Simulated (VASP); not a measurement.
# Ti3Si (Fm-3m) in VASP: single point with r2SCAN

Aim: the single point of Ti3Si with r2SCAN.

Program: VASP 6.6.1. These are calculated values, not measurements. Logs are shortened: lines on timing, memory, paths and dates and some standing lists are left out, and cuts for length are marked.

## Step 1: The cell of the first run

The structure is cubic, space group Fm-3m (No. 225). Conventional cell: a = 6.289 Å, b = 6.289 Å, c = 6.289 Å, α = 90.00°, β = 90.00°, γ = 90.00°. Ti (site symmetry -43m) has 10 Ti at 2.72 to 3.14 Å and 4 Si at 2.72 Å within 3.6 Å. Within 3.6 Å of Ti (site symmetry m-3m) lie 8 Ti at 2.72 Å and 6 Si at 3.14 Å. Si (site symmetry m-3m) has 14 Ti at 2.72 to 3.14 Å within 3.6 Å.

## Step 2: Single point, r2SCAN

POSCAR reads:

```
Ti3Si
1.0
    4.4467910000      0.0000000000      0.0000000000
    2.2233955000      3.8510339713      0.0000000000
    2.2233955000      1.2836779904      3.6307896476
Ti Si
3 1
Direct
    0.7500000000      0.7500000000      0.7500000000
    0.2500000000      0.2500000000      0.2500000000
    0.0000000000      0.0000000000      0.0000000000
    0.5000000000      0.5000000000      0.5000000000
```

INCAR.step1 reads:

```
PREC     = Accurate       # precision mode
ENCUT    = 520            # plane-wave cutoff, eV
ISMEAR   = -1             # smearing method
SIGMA    = 0.1            # smearing width, eV
LREAL    = False          # projectors in reciprocal space
LASPH    = True           # aspherical terms in the spheres
NELM     = 100            # most SCF steps
NBANDS   = 28             # bands
GGA      = PE             # functional
ALGO     = Normal         # electronic algorithm
EDIFF    = 1E-4           # SCF threshold, eV
LWAVE    = True           # write WAVECAR
LCHARG   = False          # write CHGCAR
```

INCAR.step2 reads:

```
PREC     = Accurate       # precision mode
ENCUT    = 520            # plane-wave cutoff, eV
EDIFF    = 1E-6           # SCF threshold, eV
ISMEAR   = -1             # smearing method
SIGMA    = 0.1            # smearing width, eV
LREAL    = False          # projectors in reciprocal space
LASPH    = True           # aspherical terms in the spheres
NELM     = 100            # most SCF steps
ALGO     = Normal         # electronic algorithm
ISIF     = 2              # what is computed and relaxed
LWAVE    = False          # write WAVECAR
LCHARG   = False          # write CHGCAR
METAGGA  = R2SCAN         # meta-GGA
LMIXTAU  = True         
NBANDS   = 28             # bands
ISTART   = 1
```

KPOINTS reads:

```
Automatic mesh
0
Gamma
  7 7 7
```

Potentials or basis: VASP PAW PBE potentials, release 64 (Ti_sv, Si).

Started as:

```
$ cat potpaw_PBE.64/Ti_sv/POTCAR potpaw_PBE.64/Si/POTCAR > POTCAR
$ cp INCAR.step1 INCAR
$ mpirun -np 1 vasp_std > vasp.out
$ cp INCAR.step2 INCAR
$ mpirun -np 1 vasp_std > vasp.out
```

OUTCAR:

```text
PREC = Accurate
   ENCUT = 520
   EDIFF = 1E-6
   ISMEAR = -1
   LREAL = False
   LASPH = True
   NELM = 100
   ISIF = 2
   METAGGA = R2SCAN
   ISTART = 1

 ion  position               nearest neighbor table
   1  0.750  0.750  0.750-   4 2.72   3 2.72   4 2.72   3 2.72   3 2.72   4 2.72   4 2.72   3 2.72

   2  0.250  0.250  0.250-   3 2.72   4 2.72   4 2.72   3 2.72   4 2.72   3 2.72   3 2.72   4 2.72

   3  0.000  0.000  0.000-   1 2.72   2 2.72   2 2.72   1 2.72   2 2.72   1 2.72   1 2.72   2 2.72

   4  0.500  0.500  0.500-   2 2.72   1 2.72   2 2.72   1 2.72   1 2.72   2 2.72   2 2.72   1 2.72

  LATTYP: Found a face centered cubic cell.
 ALAT       =     6.2887121412

  Lattice vectors:

 A1 = (   4.4467910000,   0.0000000000,   0.0000000000)
 A2 = (   2.2233955000,   3.8510339713,   0.0000000000)
 A3 = (   2.2233955000,   1.2836779904,   3.6307896476)

Analysis of symmetry for initial positions (statically):
=====================================================================
 Subroutine PRICEL returns:
 Original cell was already a primitive cell.

 Routine SETGRP: Setting up the symmetry group for a
 face centered cubic supercell.

 Subroutine GETGRP returns: Found 48 space group operations
 (whereof 48 operations were pure point group operations)
 out of a pool of 48 trial point group operations.

The static configuration has the point symmetry O_h .

Analysis of symmetry for dynamics (positions and initial velocities):
=====================================================================
 Subroutine PRICEL returns:
 Original cell was already a primitive cell.

 Routine SETGRP: Setting up the symmetry group for a
 face centered cubic supercell.

 Subroutine GETGRP returns: Found 48 space group operations
 (whereof 48 operations were pure point group operations)
 out of a pool of 48 trial point group operations.

The dynamic configuration has the point symmetry O_h .

 Subroutine INISYM returns: Found 48 space group operations
 (whereof 48 operations are pure point group operations),
 and found     1 'primitive' translations

----------------------------------------------------------------------------------------

                                     Primitive cell
[... 84 lines left out ...]
   ISPIN  =      1    spin polarized calculation?
   LNONCOLLINEAR =      F non collinear calculations
   LSORBIT =      F    spin-orbit coupling
   LASPH  =      T    aspherical Exc in radial PAW
   ENCUT  =  520.0 eV  38.22 Ry    6.18 a.u.   8.27  8.27  8.27*2*pi/ulx,y,z
   NELM   =    100;   NELMIN=  2; NELMDL=  0     # of ELM steps
   EDIFF  = 0.1E-05   stopping-criterion for ELM
   LREAL  =      F    real-space projection
   EDIFFG = 0.1E-04   stopping-criterion for IOM
   NSW    =      0    number of steps for IOM
   IBRION =     -1    ionic relax: 0-MD 1-quasi-New 2-CG
   NFREE  =      0    steps in history (QN), initial steepest desc. (CG)
   ISIF   =      2    stress and relaxation
   ISYM   =      2    0-nonsym 1-usesym 2-fastsym
   POTIM  = 0.5000    time-step for ionic-motion
   TEBEG  =    0.0;   TEEND  =   0.0 temperature during run
   PSTRESS=    0.0 pullay stress
   NELECT =      40.0000    total number of electrons
   NUPDOWN=      -1.0000    fix difference up-down
   EMIN   =  10.00;   EMAX   =-10.00  energy-range for DOS
   EFERMI =   0.00;   METHOD = LEGACY
   ISMEAR =    -1;   SIGMA  =   0.10  broadening in eV -4-tet -1-fermi 0-gaus
   EFERMI_NEDOS =   21; number of points for ismear=-14 and -15
   IALGO  =     38    algorithm
   IMIX   =      4    mixing-type and parameters
     AMIX     =   0.40;   BMIX     =  1.00
     AMIX_MAG =   1.60;   BMIX_MAG =  1.00
  volume/ion in A,a.u.               =      15.54       104.90
  Fermi-wavevector in a.u.,A,eV,Ry     =   1.413253  2.670660 27.174682  1.997283
  Thomas-Fermi vector in A             =   2.534917
   LORBIT       =      0    0 simple, 1 ext, 2 COOP (PROOUT), +10 PAW based schemes
   METAGGA = R2SCAN    functional components
   LHFCALC =     F    Hartree Fock is set to
   AEXX    =    0.0000 exact exchange contribution
   IVDW    =     0    specifies the selected vdW correction
   LEPSILON=     F    determine dielectric tensor
   LRPA    =     F    only Hartree local field effects (RPA)
 non-spin polarized calculation
  energy-cutoff  :      520.00
  volume of cell :       62.18
 maximum number of plane-waves:      1691
 NGX is ok and might be reduce to    36
   NGX = 17   NGY = 17   NGZ = 17

 number of electron      39.9999991 magnetization

 Free energy of the ion-electron system (eV)
  ---------------------------------------------------
  ext. energy  EPLUGINS =         0.00000000
  ---------------------------------------------------
  free energy    TOTEN  =       -48.95379042 eV

  energy without entropy =      -48.75802981  energy(sigma->0) =      -48.85591012

 E-fermi :   9.3568     XC(G=0): -12.6332

 val. band max:        9.3403595905   @ k =   0.4286   0.2857   0.0000
 cond. band min:       9.3623686652   @ k =  -0.2857   0.2857   0.0000
 fundamental gap:      0.0220090747
 Fermi energy:         9.3567758934

 k-point     1 :       0.0000    0.0000    0.0000
  band No.  band energies     occupation
      1     -49.5418      2.00000
      2     -49.4556      2.00000
      3     -49.0155      2.00000
      4     -24.8134      2.00000
      5     -24.8133      2.00000
      6     -24.8133      2.00000
[... 609 lines left out ...]
     27      12.2852      0.00000
     28      12.3358      0.00000

------------------------ aborting loop because EDIFF is reached ----------------------------------------

  FORCE on cell =-STRESS in cart. coord.  units (eV):
  Direction    XX          YY          ZZ          XY          YZ          ZX
  --------------------------------------------------------------------------------------
  -------------------------------------------------------------------------------------
  Total       -0.5551728     -0.5551728     -0.5551728      0.0000000      0.0000000     -0.0000000
  in kB      -14.3058480    -14.3058480    -14.3058480      0.0000000      0.0000000     -0.0000000
  external PRESSURE =     -14.3058480 kB  Pullay stress =       0.0000000 kB

 VOLUME and BASIS-vectors are now :
 -----------------------------------------------------------------------------
  energy-cutoff  :      520.00
  volume of cell :       62.18
      direct lattice vectors                 reciprocal lattice vectors
     4.446791000  0.000000000  0.000000000     0.224881268 -0.129835261 -0.091807393
     2.223395500  3.851033971  0.000000000     0.000000000  0.259670522 -0.091807393
     2.223395500  1.283677990  3.630789648     0.000000000  0.000000000  0.275422180

 POSITION                                       TOTAL-FORCE (eV/Angst)
 -----------------------------------------------------------------------------------
      6.67019      3.85103      2.72309        -0.000000     -0.000000     -0.000000
      2.22340      1.28368      0.90770         0.000000      0.000000      0.000000
      0.00000      0.00000      0.00000         0.000000     -0.000000      0.000000
      4.44679      2.56736      1.81539         0.000000     -0.000000      0.000000
 -----------------------------------------------------------------------------------
    total drift:                                0.000000      0.000000      0.000000

  FREE ENERGIE OF THE ION-ELECTRON SYSTEM (eV)
  ---------------------------------------------------
  free  energy   TOTEN  =       -48.9537904242 eV

  energy  without entropy=      -48.7580298103  energy(sigma->0) =      -48.85591012
```

OUTCAR.step1:

```text
PREC = Accurate
   ENCUT = 520
   ISMEAR = -1
   LREAL = False
   LASPH = True
   NELM = 100
[... 843 lines left out ...]
      2.22340      1.28368      0.90770        -0.000000     -0.000000     -0.000000
      0.00000      0.00000      0.00000        -0.000000     -0.000000     -0.000000
      4.44679      2.56736      1.81539        -0.000000     -0.000000     -0.000000
 -----------------------------------------------------------------------------------
    total drift:                                0.000000      0.000000      0.000000

  FREE ENERGIE OF THE ION-ELECTRON SYSTEM (eV)
  ---------------------------------------------------
  free  energy   TOTEN  =       -30.2553447455 eV

  energy  without entropy=      -30.0454604471  energy(sigma->0) =      -30.15040260
```

Run time: 3.2 min. Hardware: 1 thread of Intel Xeon Platinum 8259CL at 2.50GHz (Skylake/Cascade Lake), shared host; peak memory 0.22 GiB.

Results:

* Free energy: -48.9538 eV
* Pressure: -1.4 GPa
* Band gap on the k mesh: zero (bands 20 and 21 overlap by 0.43 eV)

Levels at points of the mesh, in eV from the Fermi level:
```
           k point  band 18  band 19  band 20  band 21  band 22  band 23  band 24  band 25
(0.00, 0.00, 0.00)    -2.12    -0.10    -0.10    -0.10     2.43     2.47     2.47     2.47
```

Caveat: the PAW data sets were made with another functional, which shifts forces and pressure a little.
